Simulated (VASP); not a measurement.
Here is a VASP 6.6.1 calculation.

INCAR

```
ALGO = Normal ; EDIFF = 1E-6
ENCUT = 520 ; GGA = CA
ISIF = 2 ; ISMEAR = -1
LASPH = T ; LCHARG = F
LREAL = F ; LWAVE = F
NBANDS = 12 ; NELM = 80
PREC = Accurate ; SIGMA = 0.05
```

Contents of KPOINTS:

```
k-points
0
Gamma
  8 8 8
```

Contents of POSCAR:

```
Sc
1.0
    1.7831439908      1.7831439908      1.7831439908
   -1.7831439908      1.7831439908      1.7831439908
   -1.7831439908     -1.7831439908      1.7831439908
Sc
1
Direct
    0.0000000000      0.0000000000      0.0000000000
```

Potentials or basis: VASP PAW LDA potentials, release 64 (Sc_sv).

Command:

```bash
$ cat potpaw_LDA.64/Sc_sv/POTCAR > POTCAR
$ mpirun -np 1 vasp_std > vasp.out
```

(1) Predict the pressure.

Results:

(1) 0.1 GPa.
